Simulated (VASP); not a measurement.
# SrRe (P-6m2) in VASP: single point with PBE

Aim: the single point of SrRe with PBE.

Program: VASP 6.6.1. These are calculated values, not measurements. Logs are shortened: lines on timing, memory, paths and dates and some standing lists are left out, and cuts for length are marked.

### 1 The cell of the first run

It takes space group P-6m2 (No. 187, hexagonal). The conventional cell has a = 2.971 Å, b = 2.971 Å, c = 5.512 Å, α = 90.00°, β = 90.00°, γ = 120.00°. Within 3.9 Å of Sr (site symmetry -6m2) lie 6 Sr at 2.97 Å and 6 Re at 3.25 Å. Within 3.9 Å of Re (site symmetry -6m2) lie 6 Re at 2.97 Å and 6 Sr at 3.25 Å.

The cell was generated, and may not be a known phase.

### 2 Single point, PBE

Contents of INCAR:

```
PREC = Accurate
ENCUT = 560
EDIFF = 1E-6
ISMEAR = 0
SIGMA = 0.1
LREAL = False
LASPH = True
NELM = 120
ALGO = Normal
ISIF = 2
LWAVE = False
LCHARG = False
GGA = PE
NBANDS = 20
GGA_COMPAT = False
```

Contents of KPOINTS:

```
Automatic mesh
0
Gamma
  24 24 10
```

Contents of POSCAR:

```
SrRe
1.0
    2.9712167724      0.0000000000      0.0000000000
   -1.4856083862      2.5731492050      0.0000000000
    0.0000000000      0.0000000000      5.5116005283
Sr Re
1 1
Direct
    0.3333333333      0.6666666667      0.5000000000
    0.0000000000      0.0000000000      0.0000000000
```

Potentials or basis: VASP PAW PBE potentials, release 64 (Sr_sv, Re_sv_GW).

Launch:

```bash
$ cat potpaw_PBE.64/Sr_sv/POTCAR potpaw_PBE.64/Re_sv_GW/POTCAR > POTCAR
$ mpirun -np 1 vasp_std > vasp.out
```

OUTCAR:

```text
PREC = Accurate
   ENCUT = 560
   EDIFF = 1E-6
   ISMEAR = 0
   LREAL = False
   LASPH = True
   NELM = 120
   ISIF = 2
   GGA = PE

 ion  position               nearest neighbor table
   1  0.333  0.667  0.500-   2 3.25   2 3.25   2 3.25   2 3.25   2 3.25   2 3.25
   2  0.000  0.000  0.000-   1 3.25   1 3.25   1 3.25   1 3.25   1 3.25   1 3.25

  LATTYP: Found a hexagonal cell.
 ALAT       =     2.9712167724
 C/A-ratio  =     1.8549977839

  Lattice vectors:

 A1 = (   2.9712167724,   0.0000000000,   0.0000000000)
 A2 = (  -1.4856083862,   2.5731492050,   0.0000000000)
 A3 = (   0.0000000000,   0.0000000000,   5.5116005283)

Analysis of symmetry for initial positions (statically):
=====================================================================
 Subroutine PRICEL returns:
 Original cell was already a primitive cell.

 Routine SETGRP: Setting up the symmetry group for a
 hexagonal supercell.

 Subroutine GETGRP returns: Found 12 space group operations
 (whereof 12 operations were pure point group operations)
 out of a pool of 24 trial point group operations.

The static configuration has the point symmetry D_3h.

Analysis of symmetry for dynamics (positions and initial velocities):
=====================================================================
 Subroutine PRICEL returns:
 Original cell was already a primitive cell.

 Routine SETGRP: Setting up the symmetry group for a
 hexagonal supercell.

 Subroutine GETGRP returns: Found 12 space group operations
 (whereof 12 operations were pure point group operations)
 out of a pool of 24 trial point group operations.

The dynamic configuration has the point symmetry D_3h.

 Subroutine INISYM returns: Found 12 space group operations
 (whereof 12 operations are pure point group operations),
 and found     1 'primitive' translations

----------------------------------------------------------------------------------------

                                     Primitive cell

  volume of cell :      42.1383

  direct lattice vectors                    reciprocal lattice vectors
     2.971216772  0.000000000  0.000000000     0.336562451  0.194314422  0.000000000
    -1.485608386  2.573149205  0.000000000     0.000000000  0.388628844  0.000000000
     0.000000000  0.000000000  5.511600528     0.000000000  0.000000000  0.181435500

  length of vectors
     2.971216772  2.971216772  5.511600528     0.388628844  0.388628844  0.181435500

  position of ions in fractional coordinates (direct lattice)
     0.333333333  0.666666667  0.500000000
     0.000000000  0.000000000  0.000000000

  ion indices of the primitive-cell ions
   primitive index   ion index
                 1           1
                 2           2

----------------------------------------------------------------------------------------

 KPOINTS: Automatic mesh

Automatic generation of k-mesh.
 Grid dimensions read from file:
 generate k-points for:   24   24   10

 Generating k-lattice:

  Cartesian coordinates                     Fractional coordinates (reciprocal lattice)
     0.014023435  0.008096434  0.000000000     0.041666667 -0.000000000  0.000000000
     0.000000000  0.016192868  0.000000000     0.000000000  0.041666667  0.000000000
     0.000000000  0.000000000  0.018143550     0.000000000  0.000000000  0.100000000

  Length of vectors
     0.016192868  0.016192868  0.018143550

  Shift w.r.t. Gamma in fractional coordinates (k-lattice)
     0.000000000  0.000000000  0.000000000

 Subroutine IBZKPT returns following result:
 ===========================================

 Found    366 irreducible k-points:

 Following reciprocal coordinates:
            Coordinates               Weight
  0.000000  0.000000  0.000000      1.000000
  0.041667  0.000000  0.000000      6.000000
  0.083333  0.000000  0.000000      6.000000
  0.125000  0.000000  0.000000      6.000000
  0.166667  0.000000  0.000000      6.000000
  0.208333 -0.000000  0.000000      6.000000
[... 16 lines left out ...]
  0.416667  0.041667  0.000000     12.000000
  0.458333  0.041667  0.000000     12.000000
 [... further k-points ...]
   k-points           NKPTS =    366   k-points in BZ     NKDIM =    366   number of bands    NBANDS=     20
   number of dos      NEDOS =    301   number of ions     NIONS =      2
   total plane-waves  NPLWV =  27648
   dimension x,y,z NGX =    24 NGY =   24 NGZ =   48
   dimension x,y,z NGXF=    48 NGYF=   48 NGZF=   96
   ions per type =               1   1
   NGX,Y,Z   is equivalent  to a cutoff of  13.43, 13.43, 14.48 a.u.
   NGXF,Y,Z  is equivalent  to a cutoff of  26.86, 26.86, 28.96 a.u.
 SYSTEM =  unknown system
   PREC   = accura    normal or accurate (medium, high low for compatibility)
   ISTART =      0    job   : 0-new  1-cont  2-samecut
   ICHARG =      2    charge: 1-file 2-atom 10-const
   ISPIN  =      1    spin polarized calculation?
   LNONCOLLINEAR =      F non collinear calculations
   LSORBIT =      F    spin-orbit coupling
   LASPH  =      T    aspherical Exc in radial PAW
   ENCUT  =  560.0 eV  41.16 Ry    6.42 a.u.   5.73  5.73 10.63*2*pi/ulx,y,z
   NELM   =    120;   NELMIN=  2; NELMDL= -5     # of ELM steps
   EDIFF  = 0.1E-05   stopping-criterion for ELM
   LREAL  =      F    real-space projection
   EDIFFG = 0.1E-04   stopping-criterion for IOM
   NSW    =      0    number of steps for IOM
   IBRION =     -1    ionic relax: 0-MD 1-quasi-New 2-CG
   NFREE  =      0    steps in history (QN), initial steepest desc. (CG)
   ISIF   =      2    stress and relaxation
   ISYM   =      2    0-nonsym 1-usesym 2-fastsym
   POTIM  = 0.5000    time-step for ionic-motion
   TEBEG  =    0.0;   TEEND  =   0.0 temperature during run
   PSTRESS=    0.0 pullay stress
   NELECT =      25.0000    total number of electrons
   NUPDOWN=      -1.0000    fix difference up-down
   EMIN   =  10.00;   EMAX   =-10.00  energy-range for DOS
   EFERMI =   0.00;   METHOD = LEGACY
   ISMEAR =     0;   SIGMA  =   0.10  broadening in eV -4-tet -1-fermi 0-gaus
   EFERMI_NEDOS =   21; number of points for ismear=-14 and -15
   IALGO  =     38    algorithm
   IMIX   =      4    mixing-type and parameters
     AMIX     =   0.40;   BMIX     =  1.00
     AMIX_MAG =   1.60;   BMIX_MAG =  1.00
  volume/ion in A,a.u.               =      21.07       142.18
  Fermi-wavevector in a.u.,A,eV,Ry     =   1.375612  2.599529 25.746402  1.892307
  Thomas-Fermi vector in A             =   2.500932
   LORBIT       =      0    0 simple, 1 ext, 2 COOP (PROOUT), +10 PAW based schemes
   GGA     = PE    functional components
   LHFCALC =     F    Hartree Fock is set to
   AEXX    =    0.0000 exact exchange contribution
   IVDW    =     0    specifies the selected vdW correction
   LEPSILON=     F    determine dielectric tensor
   LRPA    =     F    only Hartree local field effects (RPA)
 non-spin polarized calculation
 Gauss-broadening in eV      SIGMA  =   0.10
  energy-cutoff  :      560.00
  volume of cell :       42.14
 maximum number of plane-waves:      1282
 NGX is ok and might be reduce to    24
   NGX = 11   NGY = 11   NGZ = 21

 number of electron      24.9999998 magnetization

 Free energy of the ion-electron system (eV)
  ---------------------------------------------------
  ext. energy  EPLUGINS =         0.00000000
  ---------------------------------------------------
  free energy    TOTEN  =       -12.70952485 eV

  energy without entropy =      -12.70133729  energy(sigma->0) =      -12.70543107

 E-fermi :   7.2249     XC(G=0): -11.5363

 val. band max:        7.2235433234   @ k =   0.3333   0.0833   0.0000
 cond. band min:       7.2260009318   @ k =   0.2917   0.0833   0.5000
 fundamental gap:      0.0024576084
 Fermi energy:         7.2248823981

 k-point     1 :       0.0000    0.0000    0.0000
  band No.  band energies     occupation
      1     -72.7056      2.00000
      2     -34.4937      2.00000
      3     -34.2433      2.00000
      4     -34.2433      2.00000
      5     -28.8346      2.00000
      6     -10.6769      2.00000
[... 12 lines left out ...]
     19      15.5607      0.00000
     20      15.5607      0.00000

 k-point     2 :       0.0417    0.0000    0.0000
  band No.  band energies     occupation
      1     -72.7051      2.00000
      2     -34.4929      2.00000
      3     -34.2503      2.00000
      4     -34.2450      2.00000
      5     -28.8242      2.00000
      6     -10.6664      2.00000
[... 12 lines left out ...]
     19      15.4813      0.00000
     20      15.5396      0.00000

 k-point     3 :       0.0833    0.0000    0.0000
  band No.  band energies     occupation
      1     -72.7039      2.00000
      2     -34.4903      2.00000
      3     -34.2714      2.00000
      4     -34.2500      2.00000
      5     -28.7936      2.00000
      6     -10.6352      2.00000
[... 12 lines left out ...]
     19      15.3225      0.00000
     20      15.4788      0.00000

 k-point     4 :       0.1250    0.0000    0.0000
  band No.  band energies     occupation
      1     -72.7018      2.00000
      2     -34.4858      2.00000
      3     -34.3048      2.00000
      4     -34.2582      2.00000
      5     -28.7445      2.00000
      6     -10.5851      2.00000
[... 12 lines left out ...]
     19      15.2234      0.00000
     20      15.3841      0.00000

 k-point     5 :       0.1667    0.0000    0.0000
  band No.  band energies     occupation
      1     -72.6991      2.00000
      2     -34.4798      2.00000
      3     -34.3479      2.00000
      4     -34.2686      2.00000
      5     -28.6795      2.00000
      6     -10.5187      2.00000
[... 12 lines left out ...]
     19      15.2647      0.00000
     20      15.2667      0.00000

 k-point     6 :       0.2083   -0.0000    0.0000
  band No.  band energies     occupation
      1     -72.6959      2.00000
      2     -34.4729      2.00000
      3     -34.3978      2.00000
      4     -34.2805      2.00000
      5     -28.6024      2.00000
      6     -10.5959      2.00000
[... 12 lines left out ...]
     19      15.1306      0.00000
     20      15.4584      0.00000

 k-point     7 :       0.2500    0.0000    0.0000
  band No.  band energies     occupation
      1     -72.6925      2.00000
      2     -34.4656      2.00000
      3     -34.4511      2.00000
      4     -34.2936      2.00000
      5     -28.5180      2.00000
      6     -11.0156      2.00000
[... 12 lines left out ...]
     19      14.9921      0.00000
     20      15.7538      0.00000
[... 277 lines left out ...]
 k-point    20 :       0.2917    0.0417    0.0000
  band No.  band energies     occupation
      1     -72.6873      2.00000
      2     -34.5291      2.00000
      3     -34.4545      2.00000
      4     -34.3163      2.00000
      5     -28.3849      2.00000
      6     -11.6028      2.00000
[... 12 lines left out ...]
     19      14.9468      0.00000
     20      16.1764      0.00000

 k-point    21 :       0.3333    0.0417    0.0000
  band No.  band energies     occupation
      1     -72.6844      2.00000
      2     -34.5741      2.00000
      3     -34.4481      2.00000
      4     -34.3280      2.00000
      5     -28.3075      2.00000
      6     -11.9295      2.00000
[... 12 lines left out ...]
     19      15.5050      0.00000
     20      16.5279      0.00000

 k-point    22 :       0.3750    0.0417    0.0000
  band No.  band energies     occupation
      1     -72.6820      2.00000
      2     -34.6106      2.00000
      3     -34.4430      2.00000
      4     -34.3375      2.00000
      5     -28.2431      2.00000
      6     -12.1895      2.00000
[... 12 lines left out ...]
     19      15.8366      0.00000
     20      17.0052      0.00000

 k-point    23 :       0.4167    0.0417    0.0000
  band No.  band energies     occupation
      1     -72.6804      2.00000
      2     -34.6364      2.00000
      3     -34.4393      2.00000
      4     -34.3442      2.00000
      5     -28.1969      2.00000
      6     -12.3702      2.00000
[... 12 lines left out ...]
     19      16.0580      0.00000
     20      16.8586      0.00000

 k-point    24 :       0.4583    0.0417    0.0000
  band No.  band energies     occupation
      1     -72.6795      2.00000
      2     -34.6496      2.00000
      3     -34.4374      2.00000
      4     -34.3477      2.00000
      5     -28.1727      2.00000
      6     -12.4627      2.00000
[... 12 lines left out ...]
     19      15.9804      0.00000
     20      17.1155      0.00000

 [... further k-points ...]

------------------------ aborting loop because EDIFF is reached ----------------------------------------

  FORCE on cell =-STRESS in cart. coord.  units (eV):
  Direction    XX          YY          ZZ          XY          YZ          ZX
  --------------------------------------------------------------------------------------
  -------------------------------------------------------------------------------------
  Total       -0.0107023     -0.0107023      0.0179734      0.0000000     -0.0000000      0.0000000
  in kB       -0.4069207     -0.4069207      0.6833820      0.0000000     -0.0000000      0.0000000
  external PRESSURE =      -0.0434865 kB  Pullay stress =       0.0000000 kB

 VOLUME and BASIS-vectors are now :
 -----------------------------------------------------------------------------
  energy-cutoff  :      560.00
  volume of cell :       42.14
      direct lattice vectors                 reciprocal lattice vectors
     2.971216772  0.000000000  0.000000000     0.336562451  0.194314422  0.000000000
    -1.485608386  2.573149205  0.000000000     0.000000000  0.388628844  0.000000000
     0.000000000  0.000000000  5.511600528     0.000000000  0.000000000  0.181435500

 POSITION                                       TOTAL-FORCE (eV/Angst)
 -----------------------------------------------------------------------------------
     -0.00000      1.71543      2.75580        -0.000000     -0.000000      0.000000
      0.00000      0.00000      0.00000         0.000000      0.000000      0.000000
 -----------------------------------------------------------------------------------
    total drift:                                0.000000     -0.000000     -0.000000

  FREE ENERGIE OF THE ION-ELECTRON SYSTEM (eV)
  ---------------------------------------------------
  free  energy   TOTEN  =       -12.7095248462 eV

  energy  without entropy=      -12.7013372937  energy(sigma->0) =      -12.70543107
```

Wall time 3.1 min (1 thread of Intel Xeon Platinum 8488C (Sapphire Rapids), shared host); peak memory 0.5 GiB.

What came out:

```yaml
Free_energy: -12.7095 eV
Pressure: 0.0 GPa
Band_gap_on_the_k_mesh: zero (an odd number of electrons rules out a gap without spin polarisation)
```

Levels at points of the mesh, in eV from the Fermi level:
| k point | band 9 | band 10 | band 11 | band 12 | band 13 | band 14 | band 15 | band 16 | band 17 | band 18 |
| --- | --- | --- | --- | --- | --- | --- | --- | --- | --- | --- |
| (0.00, 0.00, 0.00) | -6.81 | -3.04 | -0.75 | -0.75 | 0.21 | 1.14 | 1.22 | 1.22 | 3.69 | 3.69 |
| (0.50, 0.00, 0.00) | -3.96 | -2.86 | -2.11 | 0.06 | 0.22 | 0.28 | 0.94 | 3.08 | 5.85 | 7.28 |
| (0.00, 0.00, 0.50) | -6.00 | -2.57 | -1.52 | -0.77 | -0.77 | 0.56 | 1.12 | 1.12 | 3.98 | 3.98 |
| (0.50, 0.00, 0.50) | -4.13 | -3.11 | -2.28 | -0.87 | 0.52 | 1.07 | 3.07 | 4.03 | 4.19 | 5.89 |

Caveat: spin-orbit coupling is left out, which moves the levels of the heavy elements.
